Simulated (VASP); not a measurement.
# ZnSb2Te4 (I-4) in VASP: single point with PBEsol

Aim: the single point of ZnSb2Te4 with PBEsol.

Program: VASP 6.6.1. These are calculated values, not measurements. Logs are shortened: lines on timing, memory, paths and dates and some standing lists are left out, and cuts for length are marked.

## 1. The cell of the first run

The structure is tetragonal, space group I-4 (No. 82). The conventional cell has a = 6.152 Å, b = 6.152 Å, c = 12.301 Å, α = 90.00°, β = 90.00°, γ = 90.00°. Sb (site symmetry -4) has 4 Te at 2.74 Å within 3.6 Å. Within 3.6 Å of Sb (site symmetry -4) lie 4 Te at 2.74 Å. Zn (site symmetry -4) has 4 Te at 2.74 Å within 3.6 Å. Within 3.6 Å of Te (site symmetry 1) lie 2 Sb at 2.74 Å and 1 Zn at 2.74 Å.

## 2. Single point, PBEsol

Contents of POSCAR:

```
ZnSb2Te4
1.0
    0.0000000000      6.1515910000      0.0000000000
    6.1515910000      0.0000000000      0.0000000000
    3.0757950000      3.0757950000     -6.1505960000
Sb Zn Te
2 1 4
Direct
    0.7500000000      0.2500000000      0.5000000000
    0.5000000000      0.5000000000      0.0000000000
    0.0000000000      0.0000000000      0.0000000000
    0.3650000000      0.4050000000      0.7300000000
    0.5950000000      0.0950000000      0.2700000000
    0.9050000000      0.8650000000      0.7300000000
    0.1350000000      0.6350000000      0.2700000000
```

Contents of INCAR.step1:

```
PREC = Accurate
ENCUT = 520
EDIFF = 1E-6
ISMEAR = -1
SIGMA = 0.1
LREAL = False
LASPH = True
NELM = 80
ALGO = Normal
ISIF = 2
LWAVE = False
LCHARG = True
GGA = PS
NBANDS = 32
```

Contents of KPOINTS.step1:

```
Automatic mesh
0
Gamma
  6 6 6
```

Contents of INCAR.step2:

```
PREC = Accurate
ENCUT = 520
EDIFF = 1E-6
ISMEAR = -5
SIGMA = 0.1
LREAL = False
LASPH = True
NELM = 80
ALGO = Normal
ISIF = 2
LWAVE = False
LCHARG = False
GGA = PS
LORBIT = 11
NBANDS = 32
NEDOS = 1001
ICHARG = 11
```

Contents of KPOINTS.step2:

```
Automatic mesh
0
Gamma
  9 9 9
```

Potentials or basis: VASP PAW PBE potentials, release 64 (Sb, Zn, Te).

Run with:

```console
> cat potpaw_PBE.64/Sb/POTCAR potpaw_PBE.64/Zn/POTCAR potpaw_PBE.64/Te/POTCAR > POTCAR
> cp INCAR.step1 INCAR
> cp KPOINTS.step1 KPOINTS
> mpirun -np 1 vasp_std > vasp.out
> cp INCAR.step2 INCAR
> cp KPOINTS.step2 KPOINTS
> mpirun -np 1 vasp_std > vasp.out
```

OUTCAR:

```text
PREC = Accurate
   ENCUT = 520
   EDIFF = 1E-6
   ISMEAR = -5
   LREAL = False
   LASPH = True
   NELM = 80
   ISIF = 2
   GGA = PS
   LORBIT = 11
   ICHARG = 11

 ion  position               nearest neighbor table
   1  0.750  0.250  0.500-   5 2.74   4 2.74   6 2.74   7 2.74
   2  0.500  0.500  0.000-   4 2.74   7 2.74   5 2.74   6 2.74
   3  0.000  0.000  0.000-   6 2.74   7 2.74   5 2.74   4 2.74
   4  0.365  0.405  0.730-   2 2.74   3 2.74   1 2.74
   5  0.595  0.095  0.270-   2 2.74   3 2.74   1 2.74
   6  0.905  0.865  0.730-   3 2.74   2 2.74   1 2.74
   7  0.135  0.635  0.270-   2 2.74   3 2.74   1 2.74

  LATTYP: Found a body centered tetragonal cell.
 ALAT       =     6.1515910000
 C/A-ratio  =     1.9996765065

  Lattice vectors:

 A1 = (  -3.0757950000,   3.0757960000,   6.1505960000)
 A2 = (   3.0757960000,  -3.0757950000,   6.1505960000)
 A3 = (   3.0757950000,   3.0757950000,  -6.1505960000)

Analysis of symmetry for initial positions (statically):
=====================================================================
 Subroutine PRICEL returns:
 Original cell was already a primitive cell.

 Routine SETGRP: Setting up the symmetry group for a
 body centered tetragonal supercell.

 Subroutine GETGRP returns: Found  4 space group operations
 (whereof  4 operations were pure point group operations)
 out of a pool of 16 trial point group operations.

The static configuration has the point symmetry S_4 .

Analysis of symmetry for dynamics (positions and initial velocities):
=====================================================================
 Subroutine PRICEL returns:
 Original cell was already a primitive cell.

 Routine SETGRP: Setting up the symmetry group for a
 body centered tetragonal supercell.

 Subroutine GETGRP returns: Found  4 space group operations
 (whereof  4 operations were pure point group operations)
 out of a pool of 16 trial point group operations.

The dynamic configuration has the point symmetry S_4 .

 Subroutine INISYM returns: Found  4 space group operations
 (whereof  4 operations are pure point group operations),
 and found     1 'primitive' translations

----------------------------------------------------------------------------------------

                                     Primitive cell

  volume of cell :     232.7513

  direct lattice vectors                    reciprocal lattice vectors
     0.000000000  6.151591000  0.000000000     0.000000000  0.162559572  0.081292922
     6.151591000  0.000000000  0.000000000     0.162559572  0.000000000  0.081292922
     3.075795000  3.075795000 -6.150596000     0.000000000  0.000000000 -0.162585870

  length of vectors
     6.151591000  6.151591000  7.533316728     0.181753002  0.181753002  0.162585870

  position of ions in fractional coordinates (direct lattice)
     0.750000000  0.250000000  0.500000000
     0.500000000  0.500000000  0.000000000
     0.000000000  0.000000000  0.000000000
     0.365000000  0.405000000  0.730000000
     0.595000000  0.095000000  0.270000000
     0.905000000  0.865000000  0.730000000
     0.135000000  0.635000000  0.270000000

  ion indices of the primitive-cell ions
   primitive index   ion index
                 1           1
                 2           2
                 3           3
                 4           4
                 5           5
                 6           6
                 7           7

----------------------------------------------------------------------------------------

 KPOINTS: Automatic mesh

Automatic generation of k-mesh.
 Grid dimensions read from file:
 generate k-points for:    9    9    9

 Generating k-lattice:

  Cartesian coordinates                     Fractional coordinates (reciprocal lattice)
     0.000000000  0.018062175  0.009032547     0.111111111  0.000000000  0.000000000
     0.018062175  0.000000000  0.009032547     0.000000000  0.111111111  0.000000000
     0.000000000  0.000000000 -0.018065097     0.000000000  0.000000000  0.111111111

  Length of vectors
     0.020194778  0.020194778  0.018065097

  Shift w.r.t. Gamma in fractional coordinates (k-lattice)
     0.000000000  0.000000000  0.000000000

 TETIRR: Found   1776 inequivalent tetrahedra from     4374

 Subroutine IBZKPT returns following result:
 ===========================================

 Found    105 irreducible k-points:

 Following reciprocal coordinates:
            Coordinates               Weight
  0.000000  0.000000  0.000000      1.000000
  0.111111  0.000000 -0.000000      8.000000
  0.222222  0.000000 -0.000000      8.000000
  0.333333  0.000000 -0.000000      8.000000
  0.444444  0.000000 -0.000000      8.000000
  0.111111  0.111111 -0.000000      8.000000
[... 16 lines left out ...]
  0.444444  0.222222  0.000000      8.000000
 -0.222222 -0.444444  0.000000      8.000000
 [... further k-points ...]
   k-points           NKPTS =    105   k-points in BZ     NKDIM =    105   number of bands    NBANDS=     32
   number of dos      NEDOS =   1001   number of ions     NIONS =      7
   total plane-waves  NPLWV = 129024
   dimension x,y,z NGX =    48 NGY =   48 NGZ =   56
   dimension x,y,z NGXF=    96 NGYF=   96 NGZF=  112
   ions per type =               2   1   4
   NGX,Y,Z   is equivalent  to a cutoff of  12.97, 12.97, 12.36 a.u.
   NGXF,Y,Z  is equivalent  to a cutoff of  25.94, 25.94, 24.72 a.u.
 SYSTEM =  unknown system
   PREC   = accura    normal or accurate (medium, high low for compatibility)
   ISTART =      0    job   : 0-new  1-cont  2-samecut
   ICHARG =     11    charge: 1-file 2-atom 10-const
   ISPIN  =      1    spin polarized calculation?
   LNONCOLLINEAR =      F non collinear calculations
   LSORBIT =      F    spin-orbit coupling
   LASPH  =      T    aspherical Exc in radial PAW
   ENCUT  =  520.0 eV  38.22 Ry    6.18 a.u.  11.44 11.44 14.01*2*pi/ulx,y,z
   NELM   =     80;   NELMIN=  2; NELMDL=  0     # of ELM steps
   EDIFF  = 0.1E-05   stopping-criterion for ELM
   LREAL  =      F    real-space projection
   EDIFFG = 0.1E-04   stopping-criterion for IOM
   NSW    =      0    number of steps for IOM
   IBRION =     -1    ionic relax: 0-MD 1-quasi-New 2-CG
   NFREE  =      0    steps in history (QN), initial steepest desc. (CG)
   ISIF   =      2    stress and relaxation
   ISYM   =      2    0-nonsym 1-usesym 2-fastsym
   POTIM  = 0.5000    time-step for ionic-motion
   TEBEG  =    0.0;   TEEND  =   0.0 temperature during run
   PSTRESS=    0.0 pullay stress
   NELECT =      46.0000    total number of electrons
   NUPDOWN=      -1.0000    fix difference up-down
   EMIN   =  10.00;   EMAX   =-10.00  energy-range for DOS
   EFERMI =   0.00;   METHOD = LEGACY
   ISMEAR =    -5;   SIGMA  =   0.10  broadening in eV -4-tet -1-fermi 0-gaus
   EFERMI_NEDOS =   21; number of points for ismear=-14 and -15
   IALGO  =     38    algorithm
   IMIX   =      4    mixing-type and parameters
     AMIX     =   0.40;   BMIX     =  1.00
     AMIX_MAG =   1.60;   BMIX_MAG =  1.00
  volume/ion in A,a.u.               =      33.25       224.38
  Fermi-wavevector in a.u.,A,eV,Ry     =   0.953594  1.802031 12.372337  0.909341
  Thomas-Fermi vector in A             =   2.082263
   LORBIT       =     11    0 simple, 1 ext, 2 COOP (PROOUT), +10 PAW based schemes
   GGA     = PS    functional components
   LHFCALC =     F    Hartree Fock is set to
   AEXX    =    0.0000 exact exchange contribution
   IVDW    =     0    specifies the selected vdW correction
   LEPSILON=     F    determine dielectric tensor
   LRPA    =     F    only Hartree local field effects (RPA)
 non-spin polarized calculation
 Fermi weights with tetrahedron method with Bloechl corrections
  energy-cutoff  :      520.00
  volume of cell :      232.75
 maximum number of plane-waves:      6298
 NGX is ok and might be reduce to    48

 number of electron      45.9999993 magnetization

 Free energy of the ion-electron system (eV)
  ---------------------------------------------------
  ext. energy  EPLUGINS =         0.00000000
  ---------------------------------------------------
  free energy    TOTEN  =       -22.89662552 eV

  energy without entropy =      -22.89662552  energy(sigma->0) =      -22.89662552

 E-fermi :   5.4486     XC(G=0):  -8.9517

 val. band max:        5.4677209961   @ k =   0.3333   0.0000   0.1111
 cond. band min:       5.4319071318   @ k =   0.0000   0.0000   0.4444
 fundamental gap:     -0.0358138644
 Fermi energy:         5.4485637410

 k-point     1 :       0.0000    0.0000    0.0000
  band No.  band energies     occupation
      1      -8.4125      2.00000
      2      -6.3044      2.00000
      3      -6.2968      2.00000
      4      -6.2968      2.00000
      5      -5.3119      2.00000
      6      -2.9497      2.00000
[... 24 lines left out ...]
     31       9.1525      0.00000
     32       9.5467      0.00000

 k-point     2 :       0.1111    0.0000   -0.0000
  band No.  band energies     occupation
      1      -8.3748      2.00000
      2      -6.4269      2.00000
      3      -6.3285      2.00000
      4      -6.3099      2.00000
      5      -5.1704      2.00000
      6      -2.9684      2.00000
[... 24 lines left out ...]
     31       9.2789      0.00000
     32       9.4170      0.00000
[... 733 lines left out ...]
     31       9.0279      0.00000
     32       9.2257      0.00000

 k-point    24 :      -0.2222   -0.4444    0.0000
  band No.  band energies     occupation
      1      -7.8052      2.00000
      2      -7.2906      2.00000
      3      -6.6377      2.00000
      4      -6.4042      2.00000
      5      -4.1920      2.00000
      6      -3.3301      2.00000
[... 24 lines left out ...]
     31       9.2032      0.00000
     32       9.3787      0.00000

 [... further k-points ...]
[... 5 lines left out ...]
  --------------------------------------------------------------------------------------
  -------------------------------------------------------------------------------------
  Total       10.5826471     10.5826471     11.2860553      0.0000015      0.0000009      0.0000009
  in kB       72.8471875     72.8471875     77.6891996      0.0000100      0.0000063      0.0000063
  external PRESSURE =      74.4611916 kB  Pullay stress =       0.0000000 kB

 VOLUME and BASIS-vectors are now :
 -----------------------------------------------------------------------------
  energy-cutoff  :      520.00
  volume of cell :      232.75
      direct lattice vectors                 reciprocal lattice vectors
     0.000000000  6.151591000  0.000000000     0.000000000  0.162559572  0.081292922
     6.151591000  0.000000000  0.000000000     0.162559572  0.000000000  0.081292922
     3.075795000  3.075795000 -6.150596000     0.000000000  0.000000000 -0.162585870

 POSITION                                       TOTAL-FORCE (eV/Angst)
 -----------------------------------------------------------------------------------
      3.07580      6.15159     -3.07530         0.000000     -0.000000      0.000000
      3.07580      3.07580      0.00000        -0.000000     -0.000000      0.000000
      0.00000      0.00000      0.00000         0.000000     -0.000000      0.000000
      4.73672      4.49066     -4.48994         0.009365     -2.186103      0.053629
      1.41487      4.49066     -1.66066        -2.186103     -0.009365     -0.053629
      7.56646      7.81252     -4.48994        -0.009365      2.186103      0.053629
      4.73672      1.66093     -1.66066         2.186103      0.009365     -0.053629
 -----------------------------------------------------------------------------------
    total drift:                                0.000008      0.000006      0.000002

  FREE ENERGIE OF THE ION-ELECTRON SYSTEM (eV)
  ---------------------------------------------------
  free  energy   TOTEN  =       -22.8966255164 eV

  energy  without entropy=      -22.8966255164  energy(sigma->0) =      -22.89662552

 total charge

# of ion       s       p       d       tot
------------------------------------------
    1        1.318   1.094   0.061   2.473
    2        1.319   1.091   0.061   2.471
    3        0.548   0.352   9.756  10.656
    4        1.402   1.981   0.040   3.423
    5        1.402   1.981   0.040   3.423
    6        1.402   1.981   0.040   3.423
    7        1.402   1.981   0.040   3.423
--------------------------------------------------
tot          8.792  10.462  10.039  29.294
```

It took 9.2 min on 1 thread of Intel Xeon Platinum 8488C (Sapphire Rapids), shared host; peak memory 0.88 GiB.

Results:

- Valence electrons inside the program's atomic spheres: Sb 2.47; Zn 10.66; Te 3.42

Caveat: the PAW data sets were made with another functional, which shifts forces and pressure a little; spin-orbit coupling is left out, which moves the levels of the heavy elements.
